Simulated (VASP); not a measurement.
# ZnSe (P4_12_12) in VASP: notebook

ZnSe is run at these levels: PBE; tasks: single point.

Everything below comes from runs of VASP 6.6.1. Logs are shortened: lines on timing, memory, paths and dates and some standing lists are left out, and cuts for length are marked.

### 1 The cell of the first run

Symmetry: P4_12_12, No. 92, tetragonal system. The conventional cell has a = 6.539 Å, b = 6.539 Å, c = 3.570 Å, α = 90.00°, β = 90.00°, γ = 90.00°. Zn (site symmetry 2) has 4 Se at 2.33 to 2.39 Å within 3.1 Å. Within 3.1 Å of Se (site symmetry 2) lie 4 Zn at 2.33 to 2.39 Å.

The cell was built from a structure type or drawn by symmetry, and may not be a known phase.

### 2 Single point, PBE

File INCAR:

```
SYSTEM = ZnSe
ALGO     = Normal         ! electronic algorithm
EDIFF    = 1E-6           ! SCF threshold, eV
ENCUT    = 520            ! plane-wave cutoff, eV
GGA      = PE             ! functional
ISIF     = 2              ! what is computed and relaxed
ISMEAR   = 0              ! smearing method
LASPH    = .TRUE.         ! aspherical terms in the spheres
LCHARG   = .TRUE.         ! write CHGCAR
LELF     = .TRUE.         ! ELF
LREAL    = .FALSE.        ! projectors in reciprocal space
LVHAR    = .TRUE.       
LWAVE    = .FALSE.        ! write WAVECAR
NBANDS   = 46             ! bands
NELM     = 60             ! most SCF steps
PREC     = Accurate       ! precision mode
SIGMA    = 0.1            ! smearing width, eV
```

File KPOINTS:

```
k-points
0
G
  4 4 6
  0 0 0
```

File POSCAR:

```
ZnSe
1.0
    6.5391931700      0.0000000000      0.0000000000
    0.0000000000      6.5391931700      0.0000000000
    0.0000000000      0.0000000000      3.5698289900
Zn Se
4 4
Direct
    0.6692432600      0.6692432600      0.5000000000
    0.1692432600      0.8307567400      0.2500000000
    0.3307567400      0.3307567400      0.0000000000
    0.8307567400      0.1692432600      0.7500000000
    0.8307567400      0.8307567400      0.0000000000
    0.3307567400      0.6692432600      0.7500000000
    0.1692432600      0.1692432600      0.5000000000
    0.6692432600      0.3307567400      0.2500000000
```

Potentials or basis: VASP PAW PBE potentials, release 64 (Zn, Se).

Command:

```sh
cat potpaw_PBE.64/Zn/POTCAR potpaw_PBE.64/Se/POTCAR > POTCAR
mpirun -np 1 vasp_std > vasp.out
```

OUTCAR:

```text
SYSTEM = ZnSe
   EDIFF = 1E-6
   ENCUT = 520
   GGA = PE
   ISIF = 2
   ISMEAR = 0
   LASPH = .TRUE.
   LREAL = .FALSE.
   NELM = 60
   PREC = Accurate

 ion  position               nearest neighbor table
   1  0.669  0.669  0.500-   5 2.33   5 2.33   8 2.39   6 2.39
   2  0.169  0.831  0.250-   6 2.33   6 2.33   7 2.39   5 2.39
   3  0.331  0.331  0.000-   7 2.33   7 2.33   8 2.39   6 2.39
   4  0.831  0.169  0.750-   8 2.33   8 2.33   5 2.39   7 2.39
   5  0.831  0.831  0.000-   1 2.33   1 2.33   4 2.39   2 2.39
   6  0.331  0.669  0.750-   2 2.33   2 2.33   3 2.39   1 2.39
   7  0.169  0.169  0.500-   3 2.33   3 2.33   4 2.39   2 2.39
   8  0.669  0.331  0.250-   4 2.33   4 2.33   1 2.39   3 2.39

  LATTYP: Found a simple tetragonal cell.
 ALAT       =     6.5391931700
 C/A-ratio  =     0.5459127598

  Lattice vectors:

 A1 = (   6.5391931700,   0.0000000000,   0.0000000000)
 A2 = (   0.0000000000,   6.5391931700,   0.0000000000)
 A3 = (   0.0000000000,   0.0000000000,   3.5698289900)

Analysis of symmetry for initial positions (statically):
=====================================================================
 Subroutine PRICEL returns:
 Original cell was already a primitive cell.

 Routine SETGRP: Setting up the symmetry group for a
 simple tetragonal supercell.

 Subroutine GETGRP returns: Found  8 space group operations
 (whereof  2 operations were pure point group operations)
 out of a pool of 16 trial point group operations.

The static configuration has the point symmetry C_2 .
 The point group associated with its full space group is D_4 .

Analysis of symmetry for dynamics (positions and initial velocities):
=====================================================================
 Subroutine PRICEL returns:
 Original cell was already a primitive cell.

 Routine SETGRP: Setting up the symmetry group for a
 simple tetragonal supercell.

 Subroutine GETGRP returns: Found  8 space group operations
 (whereof  2 operations were pure point group operations)
 out of a pool of 16 trial point group operations.

The dynamic configuration has the point symmetry C_2 .
 The point group associated with its full space group is D_4 .

 Subroutine INISYM returns: Found  8 space group operations
 (whereof  2 operations are pure point group operations),
 and found     1 'primitive' translations

----------------------------------------------------------------------------------------

                                     Primitive cell

  volume of cell :     152.6496

  direct lattice vectors                    reciprocal lattice vectors
     6.539193170  0.000000000  0.000000000     0.152924065  0.000000000  0.000000000
     0.000000000  6.539193170  0.000000000     0.000000000  0.152924065  0.000000000
     0.000000000  0.000000000  3.569828990     0.000000000  0.000000000  0.280125463

  length of vectors
     6.539193170  6.539193170  3.569828990     0.152924065  0.152924065  0.280125463

  position of ions in fractional coordinates (direct lattice)
     0.669243260  0.669243260  0.500000000
     0.169243260  0.830756740  0.250000000
     0.330756740  0.330756740  0.000000000
     0.830756740  0.169243260  0.750000000
     0.830756740  0.830756740  0.000000000
     0.330756740  0.669243260  0.750000000
     0.169243260  0.169243260  0.500000000
     0.669243260  0.330756740  0.250000000

  ion indices of the primitive-cell ions
   primitive index   ion index
                 1           1
                 2           2
                 3           3
                 4           4
                 5           5
                 6           6
                 7           7
                 8           8

----------------------------------------------------------------------------------------

 KPOINTS: k-points

Automatic generation of k-mesh.
 Grid dimensions read from file:
 generate k-points for:    4    4    6

 Generating k-lattice:

  Cartesian coordinates                     Fractional coordinates (reciprocal lattice)
     0.038231016  0.000000000  0.000000000     0.250000000  0.000000000  0.000000000
     0.000000000  0.038231016  0.000000000     0.000000000  0.250000000  0.000000000
     0.000000000  0.000000000  0.046687577     0.000000000  0.000000000  0.166666667

  Length of vectors
     0.038231016  0.038231016  0.046687577

  Shift w.r.t. Gamma in fractional coordinates (k-lattice)
     0.000000000  0.000000000  0.000000000

 Subroutine IBZKPT returns following result:
 ===========================================

 Found     24 irreducible k-points:

 Following reciprocal coordinates:
            Coordinates               Weight
  0.000000  0.000000  0.000000      1.000000
  0.250000  0.000000  0.000000      4.000000
  0.500000  0.000000  0.000000      2.000000
  0.250000  0.250000  0.000000      4.000000
  0.500000  0.250000  0.000000      4.000000
  0.500000  0.500000  0.000000      1.000000
[... 16 lines left out ...]
  0.500000  0.250000  0.500000      4.000000
  0.500000  0.500000  0.500000      1.000000
   k-points           NKPTS =     24   k-points in BZ     NKDIM =     24   number of bands    NBANDS=     46
   number of dos      NEDOS =    301   number of ions     NIONS =      8
   total plane-waves  NPLWV =  70000
   dimension x,y,z NGX =    50 NGY =   50 NGZ =   28
   dimension x,y,z NGXF=   100 NGYF=  100 NGZF=   56
   ions per type =               4   4
   NGX,Y,Z   is equivalent  to a cutoff of  12.71, 12.71, 13.04 a.u.
   NGXF,Y,Z  is equivalent  to a cutoff of  25.42, 25.42, 26.08 a.u.
 SYSTEM =  ZnSe
   PREC   = accura    normal or accurate (medium, high low for compatibility)
   ISTART =      0    job   : 0-new  1-cont  2-samecut
   ICHARG =      2    charge: 1-file 2-atom 10-const
   ISPIN  =      1    spin polarized calculation?
   LNONCOLLINEAR =      F non collinear calculations
   LSORBIT =      F    spin-orbit coupling
   LASPH  =      T    aspherical Exc in radial PAW
   ENCUT  =  520.0 eV  38.22 Ry    6.18 a.u.  12.16 12.16  6.64*2*pi/ulx,y,z
   NELM   =     60;   NELMIN=  2; NELMDL= -5     # of ELM steps
   EDIFF  = 0.1E-05   stopping-criterion for ELM
   LREAL  =      F    real-space projection
[... 7 lines left out ...]
   TEBEG  =    0.0;   TEEND  =   0.0 temperature during run
   PSTRESS=    0.0 pullay stress
   NELECT =      72.0000    total number of electrons
   NUPDOWN=      -1.0000    fix difference up-down
   EMIN   =  10.00;   EMAX   =-10.00  energy-range for DOS
   EFERMI =   0.00;   METHOD = LEGACY
   ISMEAR =     0;   SIGMA  =   0.10  broadening in eV -4-tet -1-fermi 0-gaus
   EFERMI_NEDOS =   21; number of points for ismear=-14 and -15
   IALGO  =     38    algorithm
   IMIX   =      4    mixing-type and parameters
     AMIX     =   0.40;   BMIX     =  1.00
     AMIX_MAG =   1.60;   BMIX_MAG =  1.00
  volume/ion in A,a.u.               =      19.08       128.77
  Fermi-wavevector in a.u.,A,eV,Ry     =   1.274345  2.408163 22.095258  1.623956
  Thomas-Fermi vector in A             =   2.407118
   LORBIT       =      0    0 simple, 1 ext, 2 COOP (PROOUT), +10 PAW based schemes
   GGA     = PE    functional components
   LHFCALC =     F    Hartree Fock is set to
   AEXX    =    0.0000 exact exchange contribution
   IVDW    =     0    specifies the selected vdW correction
   LEPSILON=     F    determine dielectric tensor
   LRPA    =     F    only Hartree local field effects (RPA)
 non-spin polarized calculation
 Gauss-broadening in eV      SIGMA  =   0.10
  energy-cutoff  :      520.00
  volume of cell :      152.65
 maximum number of plane-waves:      4156
 NGX is ok and might be reduce to    50
   NGX = 25   NGY = 25   NGZ = 13

 number of electron      71.9999946 magnetization

 Free energy of the ion-electron system (eV)
  ---------------------------------------------------
  ext. energy  EPLUGINS =         0.00000000
  ---------------------------------------------------
  free energy    TOTEN  =       -21.00275988 eV

  energy without entropy =      -21.00275988  energy(sigma->0) =      -21.00275988

 E-fermi :   3.7832     XC(G=0): -10.1846

 val. band max:        3.3548346443   @ k =   0.0000   0.0000   0.1667
 cond. band min:       4.9662478549   @ k =   0.0000   0.0000   0.0000
 fundamental gap:      1.6114132106
 Fermi energy:         3.7832041289

 k-point     1 :       0.0000    0.0000    0.0000
  band No.  band energies     occupation
      1     -11.3127      2.00000
      2     -10.0417      2.00000
      3     -10.0417      2.00000
      4      -9.7867      2.00000
      5      -4.5569      2.00000
      6      -4.1572      2.00000
[... 38 lines left out ...]
     45       9.8386      0.00000
     46      10.4365      0.00000

 k-point     2 :       0.2500    0.0000    0.0000
  band No.  band energies     occupation
      1     -11.1851      2.00000
      2     -10.3631      2.00000
      3      -9.9693      2.00000
      4      -9.7144      2.00000
      5      -4.4628      2.00000
      6      -4.1796      2.00000
[... 38 lines left out ...]
     45      10.0694      0.00000
     46      10.3069      0.00000

 k-point     3 :       0.5000    0.0000    0.0000
  band No.  band energies     occupation
      1     -10.8332      2.00000
      2     -10.8332      2.00000
      3      -9.8074      2.00000
      4      -9.8074      2.00000
      5      -4.2778      2.00000
      6      -4.2778      2.00000
[... 38 lines left out ...]
     45       9.7996      0.00000
     46       9.7996      0.00000

 k-point     4 :       0.2500    0.2500    0.0000
  band No.  band energies     occupation
      1     -11.0658      2.00000
      2     -10.4118      2.00000
      3     -10.0691      2.00000
      4      -9.7528      2.00000
      5      -4.3710      2.00000
      6      -4.1461      2.00000
[... 920 lines left out ...]
     45       9.6456      0.00000
     46       9.6456      0.00000

 k-point    23 :       0.5000    0.2500    0.5000
  band No.  band energies     occupation
      1      -9.8242      2.00000
      2      -9.8242      2.00000
      3      -9.5870      2.00000
      4      -9.5870      2.00000
      5      -4.1863      2.00000
      6      -4.1863      2.00000
[... 38 lines left out ...]
     45      10.1112      0.00000
     46      10.1112      0.00000

 k-point    24 :       0.5000    0.5000    0.5000
  band No.  band energies     occupation
      1      -9.7054      2.00000
      2      -9.7054      2.00000
      3      -9.7054      2.00000
      4      -9.7054      2.00000
      5      -4.1104      2.00000
      6      -4.1104      2.00000
[... 38 lines left out ...]
     45      10.8816      0.00000
     46      10.8816      0.00000

------------------------ aborting loop because EDIFF is reached ----------------------------------------

  FORCE on cell =-STRESS in cart. coord.  units (eV):
  Direction    XX          YY          ZZ          XY          YZ          ZX
  --------------------------------------------------------------------------------------
  -------------------------------------------------------------------------------------
  Total       15.0262861     15.0262861     21.2014985      0.0000000     -0.0000000      0.0000000
  in kB      157.7126358    157.7126358    222.5263238      0.0000000     -0.0000000      0.0000000
  external PRESSURE =     179.3171985 kB  Pullay stress =       0.0000000 kB

 VOLUME and BASIS-vectors are now :
 -----------------------------------------------------------------------------
  energy-cutoff  :      520.00
  volume of cell :      152.65
      direct lattice vectors                 reciprocal lattice vectors
     6.539193170  0.000000000  0.000000000     0.152924065  0.000000000  0.000000000
     0.000000000  6.539193170  0.000000000     0.000000000  0.152924065  0.000000000
     0.000000000  0.000000000  3.569828990     0.000000000  0.000000000  0.280125463

 POSITION                                       TOTAL-FORCE (eV/Angst)
 -----------------------------------------------------------------------------------
      4.37631      4.37631      1.78491        -0.159427     -0.159427      0.000000
      1.10671      5.43248      0.89246        -0.159427      0.159427      0.000000
      2.16288      2.16288      0.00000         0.159427      0.159427      0.000000
      5.43248      1.10671      2.67737         0.159427     -0.159427     -0.000000
      5.43248      5.43248      0.00000         0.104496      0.104496      0.000000
      2.16288      4.37631      2.67737         0.104496     -0.104496      0.000000
      1.10671      1.10671      1.78491        -0.104496     -0.104496      0.000000
      4.37631      2.16288      0.89246        -0.104496      0.104496      0.000000
 -----------------------------------------------------------------------------------
    total drift:                                0.000000     -0.000000      0.000000

  FREE ENERGIE OF THE ION-ELECTRON SYSTEM (eV)
  ---------------------------------------------------
  free  energy   TOTEN  =       -21.0027598793 eV

  energy  without entropy=      -21.0027598793  energy(sigma->0) =      -21.00275988
```

It took 5.6 min on 1 thread of Intel Xeon 8259CL, shared host; peak memory 0.3 GiB.

Results:

```yaml
Free_energy: -21.0028 eV
Pressure: 17.9 GPa
Largest_force: 0.225 eV/Å
Band_gap_on_the_k_mesh: 1.61 eV (least direct gap 1.83 eV)
```

Forces in eV/Å, atoms in the order of the input:
```
Zn  -0.159 -0.159  0.000
Zn  -0.159  0.159  0.000
Zn   0.159  0.159  0.000
Zn   0.159 -0.159  0.000
Se   0.104  0.104  0.000
Se   0.104 -0.104  0.000
Se  -0.104 -0.104  0.000
Se  -0.104  0.104  0.000
```

Stress tensor (GPa, compression positive):
```
15.77  0.00  0.00
 0.00 15.77  0.00
 0.00  0.00 22.25
```

Caveat: the cell stands under pressure. A k mesh can miss the band edges.

(Part 1 of 2 ends here.)
